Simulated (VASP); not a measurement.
# Al35InN36 (a cell with a defect) in VASP: a series of runs

The runs below take Al35InN36 (a cell with a defect) through single point, with PBE, HSE06.

Everything below comes from runs of VASP 6.6.1. Logs are shortened: lines on timing, memory, paths and dates and some standing lists are left out, and cuts for length are marked.

### Step 1. The cell of the first run

The cell holds a defect, 72 atoms: a = 9.389 Å, b = 9.389 Å, c = 10.035 Å, α = 90.00°, β = 90.00°, γ = 120.00°.

### Step 2. Single point, PBE

INCAR

```
SYSTEM = Al35InN36
PREC = Accurate
ENCUT = 520
EDIFF = 1E-6
ISMEAR = 0
SIGMA = 0.01
LREAL = Auto
LASPH = .True.
NELM = 120
ALGO = Normal
ISIF = 2
LWAVE = .False.
LCHARG = .True.
GGA = PE
LELF = .True.
LVHAR = .True.
NBANDS = 191
GGA_COMPAT = .False.
ISYM = -1
```

KPOINTS

```
explicit points
1
Reciprocal
  0.25000000   0.25000000   0.25000000 1
```

POSCAR

```
Al35InN36
1.0
    9.3892708692      0.0000000883      0.0000000000
   -4.6946355111      8.1313470516      0.0000000000
    0.0000000000      0.0000000000     10.0348065900
Al N In
35 36 1
Direct
    0.2218561488      0.1116009326      0.2488365823
    0.1070782267      0.2197757981      0.4990118605
    0.2220166218      0.1118681424      0.7486826420
    0.1097670816      0.2212724996      0.9991317068
    0.2180715983      0.4431267923      0.2446474226
    0.1069991591      0.5554615777      0.4988885837
    0.2189211569      0.4436456419      0.7546008939
    0.1097308744      0.5570270020      0.9991913141
    0.2218674948      0.7785986989      0.2488523135
    0.1108570127      0.8895614237      0.4986774152
    0.2219694449      0.7784772430      0.7486237484
    0.1107772406      0.8896384218      0.9988933997
    0.5550454833      0.1117615446      0.2490797654
    0.4447505267      0.2203632827      0.4988693053
    0.5556017246      0.1120464632      0.7486497636
    0.4434315054      0.2213353582      0.9991356103
    0.5570590952      0.4434035004      0.2448138211
    0.5567201063      0.4437647783      0.7544465181
    0.4440906627      0.5563493403      0.9991823510
    0.5572995178      0.7823208805      0.2447050582
    0.4449678467      0.8933763441      0.4988715700
    0.5567448122      0.7814696906      0.7545502016
    0.4434284852      0.8906918728      0.9991583937
    0.8886831024      0.1116991445      0.2490384589
    0.7774013501      0.2230576695      0.4980818236
    0.8884048023      0.1120042834      0.7487781881
    0.7774150215      0.2229926617      0.9988732722
    0.8886497545      0.4454125084      0.2490550725
    0.7800488807      0.5556967324      0.4988946494
    0.8884037576      0.4448263222      0.7486979799
    0.7790493243      0.5569728532      0.9991106283
    0.8888437587      0.7785972047      0.2488279688
    0.7805652088      0.8932604366      0.4990418901
    0.8886420575      0.7784885897      0.7486870952
    0.7791444522      0.8906635497      0.9991018732
    0.2218842132      0.1122581240      0.4398177168
    0.1100024744      0.2205121838      0.1881677237
    0.2215385530      0.1116653855      0.9388272214
    0.1112269047      0.2232535619      0.6899121236
    0.1987466765      0.4333973175      0.4323504775
    0.1100453608      0.5573136381      0.1882479499
    0.2195710516      0.4443186148      0.9437738738
    0.1112553146      0.5557729479      0.6897451486
    0.2219590453      0.7784396417      0.4398609278
    0.1110248601      0.8894105573      0.1895715655
    0.2215537985      0.7788763249      0.9387819948
    0.1110390019      0.8894205849      0.6889953879
    0.5552806822      0.1123255513      0.4392337444
    0.4431308498      0.2206741686      0.1882177366
    0.5553775566      0.1122329150      0.9387235017
    0.4446223046      0.2233862386      0.6897628831
    0.5657760831      0.4346621301      0.4324429184
    0.4442647944      0.5561451168      0.1912574749
    0.5560252897      0.4443690612      0.9436273404
    0.4442472920      0.5561381239      0.7111384827
    0.5669106315      0.8014803566      0.4323686898
    0.4431620885      0.8904018195      0.1882705652
    0.5561022328      0.7808395330      0.9437369746
    0.4446628614      0.8892026654      0.6897584639
    0.8880838130      0.1122146752      0.4390511702
    0.7776568133      0.2228037865      0.1894894088
    0.8882053305      0.1122094446      0.9387622882
    0.7776715680      0.2227813650      0.6888620906
    0.8880371322      0.4451490160      0.4392151279
    0.7797607539      0.5573001383      0.1882133995
    0.8881823837      0.4450511802      0.9387295455
    0.7770905602      0.5558443296      0.6897894596
    0.8881649743      0.7785544440      0.4398136602
    0.7798643174      0.8903912969      0.1881478455
    0.8887448827      0.7788678780      0.9388308131
    0.7771823339      0.8892169868      0.6899102470
    0.4434755151      0.5567633500      0.4993593845
```

Potentials or basis: VASP PAW PBE potentials, release 64 (Al, N, In_d).

The run is started by

```sh
$ cat potpaw_PBE.64/Al/POTCAR potpaw_PBE.64/N/POTCAR potpaw_PBE.64/In_d/POTCAR > POTCAR
$ mpirun -np 1 vasp_std > vasp.out
```

OUTCAR:

```text
SYSTEM = Al35InN36
   PREC = Accurate
   ENCUT = 520
   EDIFF = 1E-6
   ISMEAR = 0
   LREAL = Auto
   LASPH = .True.
   NELM = 120
   ISIF = 2
   GGA = PE
   ISYM = -1

 ion  position               nearest neighbor table
   1  0.222  0.112  0.249-  37 1.90  49 1.90  45 1.90  36 1.92  16 3.09   4 3.09  10 3.09  12 3.09
                            14 3.10   2 3.10   9 3.13  32 3.13  13 3.13  24 3.13   5 3.13  17 3.13
   2  0.107  0.220  0.499-  40 1.87  60 1.88  36 1.90  39 1.92  33 3.07  26 3.07  24 3.07   3 3.09
                             1 3.10  25 3.11  10 3.12   5 3.13   7 3.15   6 3.15  72 3.16  14 3.17
   3  0.222  0.112  0.749-  39 1.90  51 1.90  47 1.91  38 1.91  16 3.09  10 3.09   2 3.09   4 3.09
                            14 3.09  12 3.09  18 3.13  11 3.13  34 3.13   7 3.13  15 3.13  26 3.13
   4  0.110  0.221  0.999-  42 1.90  37 1.90  38 1.90  62 1.90   7 3.05   5 3.05  24 3.09   1 3.09
                            26 3.09   3 3.09  35 3.10  12 3.12  27 3.13  16 3.13  19 3.14   8 3.15
   5  0.218  0.443  0.245-  40 1.89  41 1.89  37 1.90  53 1.92   4 3.05   8 3.06  19 3.07  24 3.10
                            28 3.10   1 3.13   6 3.13   9 3.13   2 3.13  72 3.15  17 3.18  20 3.18
   6  0.107  0.555  0.499-  40 1.87  64 1.88  44 1.91  43 1.92  29 3.07  28 3.07  30 3.07  11 3.09
                             9 3.10  25 3.11  10 3.12   5 3.13   7 3.15   2 3.15  72 3.15  21 3.17
   7  0.219  0.444  0.755-  55 1.88  42 1.90  43 1.90  39 1.91   4 3.05   8 3.05  19 3.06  26 3.11
                            30 3.11  11 3.13   3 3.13   2 3.15   6 3.15  72 3.15  18 3.17  22 3.17
   8  0.110  0.557  0.999-  42 1.89  41 1.90  66 1.90  46 1.90   7 3.05   5 3.06  28 3.09   9 3.09
                            30 3.09  11 3.09  31 3.10  12 3.12  27 3.13  23 3.13  19 3.14   4 3.15
   9  0.222  0.779  0.249-  45 1.90  57 1.90  41 1.90  44 1.92   8 3.09  23 3.09  10 3.09  12 3.09
                            21 3.10   6 3.10   1 3.13  32 3.13  13 3.13  28 3.13  20 3.13   5 3.13
  10  0.111  0.890  0.499-  44 1.90  68 1.90  36 1.90  47 1.91   9 3.09  32 3.09   1 3.09  11 3.09
                            34 3.09   3 3.09   2 3.12  33 3.12   6 3.12  21 3.12  29 3.12  14 3.12
  11  0.222  0.778  0.749-  47 1.90  59 1.90  43 1.90  46 1.91  10 3.09  23 3.09   8 3.09   6 3.09
                            21 3.09  12 3.09  34 3.13  22 3.13   3 3.13   7 3.13  15 3.13  30 3.13
  12  0.111  0.890  0.999-  46 1.90  38 1.90  70 1.90  45 1.91  32 3.09   1 3.09   9 3.09  34 3.09
                             3 3.09  11 3.09   8 3.12  23 3.12   4 3.12  35 3.12  16 3.12  31 3.12
  13  0.555  0.112  0.249-  49 1.90  57 1.90  61 1.91  48 1.91  21 3.07  14 3.07  25 3.08  23 3.09
                            16 3.09  27 3.09  20 3.10  17 3.10   1 3.13   9 3.13  28 3.13  24 3.13
  14  0.445  0.220  0.499-  52 1.87  48 1.88  36 1.91  51 1.92  21 3.07  13 3.07  15 3.08   3 3.09
                             1 3.10  25 3.11  10 3.12  17 3.13  18 3.14  29 3.15  72 3.16   2 3.17
  15  0.556  0.112  0.749-  51 1.90  63 1.90  59 1.91  50 1.91  21 3.07  14 3.08  27 3.09  23 3.09
                            16 3.09  25 3.09  22 3.11  18 3.11  30 3.12  26 3.12   3 3.13  11 3.13
[... 74 lines left out ...]
  70  0.889  0.779  0.939-  35 1.90  31 1.90  12 1.90  34 1.91
  71  0.777  0.889  0.690-  34 1.90  26 1.91  22 1.91  33 1.92
  72  0.443  0.557  0.499-  52 2.10  56 2.10  40 2.10  55 2.13   5 3.15  20 3.15   7 3.15  22 3.15
                            17 3.15  18 3.15   6 3.15  21 3.15   2 3.16  33 3.16  14 3.16  29 3.17

IMPORTANT INFORMATION: All symmetrisations will be switched off!
NOSYMM: (Re-)initialisation of all symmetry stuff for point group C_1.

----------------------------------------------------------------------------------------

                                     Primitive cell

  volume of cell :     766.1316

  direct lattice vectors                    reciprocal lattice vectors
     9.389270869  0.000000088  0.000000000     0.106504542  0.061490427  0.000000000
    -4.694635511  8.131347052  0.000000000    -0.000000001  0.122980853  0.000000000
     0.000000000  0.000000000 10.034806590     0.000000000  0.000000000  0.099653141

  length of vectors
     9.389270869  9.389270869 10.034806590     0.122980853  0.122980853  0.099653141

  position of ions in fractional coordinates (direct lattice)
     0.221856149  0.111600933  0.248836582
     0.107078227  0.219775798  0.499011860
     0.222016622  0.111868142  0.748682642
     0.109767082  0.221272500  0.999131707
     0.218071598  0.443126792  0.244647423
     0.106999159  0.555461578  0.498888584
[... 64 lines left out ...]
     0.777182334  0.889216987  0.689910247
     0.443475515  0.556763350  0.499359385

  ion indices of the primitive-cell ions
   primitive index   ion index
                 1           1
                 2           2
                 3           3
                 4           4
                 5           5
                 6           6
[... 64 lines left out ...]
                71          71
                72          72

----------------------------------------------------------------------------------------

 KPOINTS: explicit points

Read explicit list of k-points.

 Found      1 k-points:

 Following reciprocal coordinates:
            Coordinates               Weight
  0.250000  0.250000  0.250000      1.000000
   k-points           NKPTS =      1   k-points in BZ     NKDIM =      1   number of bands    NBANDS=    191
   number of dos      NEDOS =    301   number of ions     NIONS =     72
   total plane-waves  NPLWV = 392000
   dimension x,y,z NGX =    70 NGY =   70 NGZ =   80
   dimension x,y,z NGXF=   140 NGYF=  140 NGZF=  160
   ions per type =              35  36   1
   NGX,Y,Z   is equivalent  to a cutoff of  12.39, 12.39, 13.25 a.u.
   NGXF,Y,Z  is equivalent  to a cutoff of  24.79, 24.79, 26.51 a.u.
 SYSTEM =  Al35InN36
   PREC   = accura    normal or accurate (medium, high low for compatibility)
   ISTART =      0    job   : 0-new  1-cont  2-samecut
   ICHARG =      2    charge: 1-file 2-atom 10-const
   ISPIN  =      1    spin polarized calculation?
   LNONCOLLINEAR =      F non collinear calculations
   LSORBIT =      F    spin-orbit coupling
   LASPH  =      T    aspherical Exc in radial PAW
   ENCUT  =  520.0 eV  38.22 Ry    6.18 a.u.  17.46 17.46 18.66*2*pi/ulx,y,z
   NELM   =    120;   NELMIN=  2; NELMDL= -5     # of ELM steps
   EDIFF  = 0.1E-05   stopping-criterion for ELM
   LREAL  =      T    real-space projection
   EDIFFG = 0.1E-04   stopping-criterion for IOM
   NSW    =      0    number of steps for IOM
   IBRION =     -1    ionic relax: 0-MD 1-quasi-New 2-CG
   NFREE  =      0    steps in history (QN), initial steepest desc. (CG)
   ISIF   =      2    stress and relaxation
   ISYM   =     -1    0-nonsym 1-usesym 2-fastsym
   POTIM  = 0.5000    time-step for ionic-motion
   TEBEG  =    0.0;   TEEND  =   0.0 temperature during run
   PSTRESS=    0.0 pullay stress
   NELECT =     298.0000    total number of electrons
   NUPDOWN=      -1.0000    fix difference up-down
   EMIN   =  10.00;   EMAX   =-10.00  energy-range for DOS
   EFERMI =   0.00;   METHOD = LEGACY
   ISMEAR =     0;   SIGMA  =   0.01  broadening in eV -4-tet -1-fermi 0-gaus
   EFERMI_NEDOS =   21; number of points for ismear=-14 and -15
   IALGO  =     38    algorithm
   IMIX   =      4    mixing-type and parameters
     AMIX     =   0.40;   BMIX     =  1.00
     AMIX_MAG =   1.60;   BMIX_MAG =  1.00
  volume/ion in A,a.u.               =      10.64        71.81
  Fermi-wavevector in a.u.,A,eV,Ry     =   1.195031  2.258281 19.430464  1.428099
  Thomas-Fermi vector in A             =   2.331006
   LORBIT       =      0    0 simple, 1 ext, 2 COOP (PROOUT), +10 PAW based schemes
   GGA     = PE    functional components
   LHFCALC =     F    Hartree Fock is set to
   AEXX    =    0.0000 exact exchange contribution
   IVDW    =     0    specifies the selected vdW correction
   LEPSILON=     F    determine dielectric tensor
   LRPA    =     F    only Hartree local field effects (RPA)
 non-spin polarized calculation
 Gauss-broadening in eV      SIGMA  =   0.01
  energy-cutoff  :      520.00
  volume of cell :      766.13
 maximum number of plane-waves:     20622
 NGX is ok and might be reduce to    70
   NGX = 35   NGY = 35   NGZ = 37

 number of electron     298.0000009 magnetization

 Free energy of the ion-electron system (eV)
  ---------------------------------------------------
  ext. energy  EPLUGINS =         0.00000000
  ---------------------------------------------------
  free energy    TOTEN  =      -532.25274466 eV

  energy without entropy =     -532.25274466  energy(sigma->0) =     -532.25274466

 E-fermi :   5.9827     XC(G=0): -10.8886

 val. band max:        5.9247045285   @ k =   0.2500   0.2500   0.2500
 cond. band min:      10.9321593692   @ k =   0.2500   0.2500   0.2500
 fundamental gap:      5.0074548407
 Fermi energy:         5.9827317659

 k-point     1 :       0.2500    0.2500    0.2500
  band No.  band energies     occupation
      1      -8.7194      2.00000
      2      -8.4310      2.00000
      3      -8.4016      2.00000
      4      -8.2944      2.00000
      5      -8.0706      2.00000
      6      -8.0328      2.00000
[... 153 lines left out ...]
    160      12.0499      0.00000
    161      12.0953      0.00000
 [bands above 161 left out]

------------------------ aborting loop because EDIFF is reached ----------------------------------------

  FORCE on cell =-STRESS in cart. coord.  units (eV):
  Direction    XX          YY          ZZ          XY          YZ          ZX
  --------------------------------------------------------------------------------------
  -------------------------------------------------------------------------------------
  Total       10.9346916      6.4823729     13.2449998     -3.8799237     -0.0207758      0.0061087
  in kB       22.8672399     13.5563015     27.6986857     -8.1139138     -0.0434474      0.0127748
  external PRESSURE =      21.3740757 kB  Pullay stress =       0.0000000 kB

 VOLUME and BASIS-vectors are now :
 -----------------------------------------------------------------------------
  energy-cutoff  :      520.00
  volume of cell :      766.13
      direct lattice vectors                 reciprocal lattice vectors
     9.389270869  0.000000088  0.000000000     0.106504542  0.061490427  0.000000000
    -4.694635511  8.131347052  0.000000000    -0.000000001  0.122980853  0.000000000
     0.000000000  0.000000000 10.034806590     0.000000000  0.000000000  0.099653141

 POSITION                                       TOTAL-FORCE (eV/Angst)
 -----------------------------------------------------------------------------------
      1.55914      0.90747      2.49703        -0.001218      0.002547     -0.000932
     -0.02638      1.78707      5.00749        -0.002086      0.001190     -0.000771
      1.55939      0.90964      7.51289        -0.002949     -0.004927      0.002569
     -0.00816      1.79924     10.02609        -0.002157     -0.000836     -0.000200
     -0.03279      3.60322      2.45499         0.004823      0.001088      0.007871
     -1.60305      4.51665      5.00625         0.005973     -0.006647     -0.000006
[... 64 lines left out ...]
      3.12263      7.23053      6.92312        -0.002584     -0.002376     -0.000981
      1.55011      4.52724      5.01097        -0.003305     -0.003340     -0.002176
 -----------------------------------------------------------------------------------
    total drift:                                0.016071     -0.011692      0.007871

  FREE ENERGIE OF THE ION-ELECTRON SYSTEM (eV)
  ---------------------------------------------------
  free  energy   TOTEN  =      -532.2527446553 eV

  energy  without entropy=     -532.2527446553  energy(sigma->0) =     -532.25274466
```

Run time: 6.9 min. Hardware: 1 thread of Intel Xeon Platinum 8259CL at 2.50GHz (Skylake/Cascade Lake), shared host; peak memory 0.82 GiB.

What came out:

```
Free energy            : -532.2527 eV
Pressure               : 2.1 GPa
Largest force          : 0.018 eV/Å
Band gap on the k mesh : 5.01 eV
```

Forces in eV/Å, atoms in the order of the input:
```
Al  -0.001  0.003 -0.001
Al  -0.002  0.001 -0.001
Al  -0.003 -0.005  0.003
Al  -0.002 -0.001  0.000
Al   0.005  0.001  0.008
Al   0.006 -0.007  0.000
Al   0.003  0.003  0.000
Al   0.002 -0.004 -0.003
Al   0.003 -0.002 -0.001
Al  -0.001  0.000 -0.003
Al   0.003  0.000 -0.002
Al   0.002  0.000  0.003
Al  -0.002  0.000  0.000
Al   0.002  0.002  0.000
Al   0.002  0.000  0.005
Al   0.003  0.001  0.000
Al  -0.003  0.001  0.004
Al  -0.003 -0.002  0.000
Al   0.002 -0.004 -0.005
Al   0.000 -0.006  0.000
Al   0.005 -0.002  0.002
Al   0.002  0.000  0.005
Al   0.003  0.001  0.002
Al  -0.004  0.003 -0.005
Al   0.002 -0.003 -0.002
Al  -0.004  0.005  0.000
Al  -0.001  0.003  0.001
Al   0.004 -0.001  0.004
Al   0.001 -0.004 -0.002
Al  -0.001  0.001  0.000
Al   0.003 -0.002  0.003
Al  -0.002  0.000  0.000
Al  -0.002  0.002 -0.006
Al   0.000 -0.001  0.004
Al   0.000 -0.001  0.004
N   -0.001 -0.001  0.003
N    0.000 -0.001  0.000
N    0.001  0.002 -0.001
N   -0.002  0.000 -0.002
N   -0.006  0.001 -0.005
N   -0.003  0.000  0.001
N   -0.003  0.001 -0.002
N   -0.003 -0.002 -0.001
N   -0.001  0.001  0.000
N   -0.001  0.002  0.001
N   -0.001  0.002 -0.001
N    0.000  0.002  0.002
N   -0.003  0.000 -0.002
N    0.000  0.001  0.002
N   -0.001  0.000 -0.003
N    0.001  0.001 -0.005
N    0.008 -0.005 -0.002
N    0.000  0.000 -0.001
N    0.003 -0.001  0.000
N   -0.002 -0.001  0.018
N   -0.002  0.013 -0.002
N    0.000  0.000 -0.001
N   -0.001  0.004 -0.002
N   -0.001  0.000 -0.005
N    0.002  0.003  0.005
N    0.000 -0.003 -0.001
N    0.000  0.002  0.002
N    0.000 -0.001  0.000
N    0.003  0.004 -0.001
N   -0.003  0.002 -0.002
N    0.000  0.000  0.000
N    0.000  0.001 -0.005
N    0.000  0.000  0.003
N    0.003  0.000  0.000
N   -0.001  0.000 -0.003
N   -0.003 -0.002 -0.001
In  -0.003 -0.003 -0.002
```

Levels at points of the mesh, in eV from the valence-band top:
```
           k point  band 147  band 148  band 149  band 150  band 151  band 152
(0.25, 0.25, 0.25)     -0.15     -0.10      0.00      5.01      5.35      5.39
```

Caveat: spin-orbit coupling is left out, which moves the levels of the heavy elements.

(Continued in part 2 of 2.)
